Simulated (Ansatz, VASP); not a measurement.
## One calculation of MnS, two programs

INCAR

```
PREC     = Accurate       # precision mode
ENCUT    = 520            # plane-wave cutoff, eV
EDIFF    = 1E-6           # SCF threshold, eV
ISMEAR   = 0              # smearing method
SIGMA    = 0.05           # smearing width, eV
LREAL    = False          # projectors in reciprocal space
LASPH    = True           # aspherical terms in the spheres
NELM     = 80             # most SCF steps
ALGO     = Normal         # electronic algorithm
ISIF     = 2              # what is computed and relaxed
LWAVE    = False          # write WAVECAR
LCHARG   = False          # write CHGCAR
GGA      = PE             # functional
NBANDS   = 16             # bands
```

The input KPOINTS:

```
Automatic mesh
0
Gamma
  12 12 12
```

File POSCAR:

```
MnS
1.0
    0.0000000000      2.3142862809      2.3142862809
    2.3142862809      0.0000000000      2.3142862809
    2.3142862809      2.3142862809      0.0000000000
Mn S
1 1
Direct
    0.0000000000      0.0000000000      0.0000000000
    0.5000000000      0.5000000000      0.5000000000
```

Input for Ansatz:

```yaml
crystal:
  lattice:
    - [0.0, 2.3142862809, 2.3142862809]
    - [2.3142862809, 0.0, 2.3142862809]
    - [2.3142862809, 2.3142862809, 0.0]
  atoms:
    - { symbol: Mn, position: [0.0, 0.0, 0.0] }
    - { symbol: S, position: [0.5, 0.5, 0.5] }
basis:
  ecutwfc: 420
  ecutrho_ratio: 4
kpoints:
  mp_grid: { grid: [12, 12, 12] }
hamiltonian:
  xc: pbe
scf:
  occupations: { method: gaussian, width: 0.05 }
output:
  forces: true
  stress: true
  eigenvalues: true
```

Alike in both runs: task single point; functional PBE; k mesh 12 × 12 × 12; occupations gaussian, width 0.05 eV; no spin polarisation.

|  | VASP | Ansatz |
| --- | --- | --- |
| version | VASP 6.6.1 | Ansatz 0.2.0 |
| potentials or method | VASP PAW PBE potentials, release 64 (Mn_pv, S), cutoff 520 eV | scalar-relativistic, plane waves, PAW |
| valence electrons in the cell | 19 | 21 |

|  | VASP | Ansatz | Ansatz less VASP |
| --- | --- | --- | --- |
| gap on the k mesh at the Fermi level (eV) | none | none | - |
| pressure (GPa) | 7.1 | 6.9 | -0.16 |

A gap of «none» marks a metal or a gap that the smearing closes. VASP's potentials hold 19 valence electrons a cell and Ansatz's 21, so a difference there can come from the potentials and not from the codes.
